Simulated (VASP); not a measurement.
Here is a VASP 6.6.1 calculation.

INCAR

```
PREC = Accurate ; ENCUT = 500
EDIFF = 1E-6 ; ISMEAR = 0
SIGMA = 0.01 ; LREAL = False
LASPH = True ; NELM = 120
ALGO = Normal ; ISIF = 2
LWAVE = False ; LCHARG = False
GGA = PE ; NBANDS = 30
GGA_COMPAT = False
```

The input KPOINTS:

```
Automatic mesh
0
Gamma
  4 4 4
```

Contents of POSCAR:

```
CsSnBr3
1.0
    5.8390060000      0.0000000000      0.0000000000
    0.0000000000      5.8390060000      0.0000000000
    0.0000000000      0.0000000000      5.8390060000
Cs Sn Br
1 1 3
Direct
    0.0000000000      0.0000000000      0.0000000000
    0.5000000000      0.5000000000      0.5000000000
    0.5000000000      0.0000000000      0.5000000000
    0.5000000000      0.5000000000      0.0000000000
    0.0000000000      0.5000000000      0.5000000000
```

Potentials or basis: VASP PAW PBE potentials, release 64 (Cs_sv, Sn_d, Br).

Command:

```sh
$ cat potpaw_PBE.64/Cs_sv/POTCAR potpaw_PBE.64/Sn_d/POTCAR potpaw_PBE.64/Br/POTCAR > POTCAR
$ mpirun -np 1 vasp_std > vasp.out
```

(1) Estimate the band gap on the k mesh.

(2) What does it give for the pressure?

Results:

(1) 0.50 eV, direct.

(2) 0.8 GPa.

Caveat: spin-orbit coupling is left out, which moves the levels of the heavy elements.
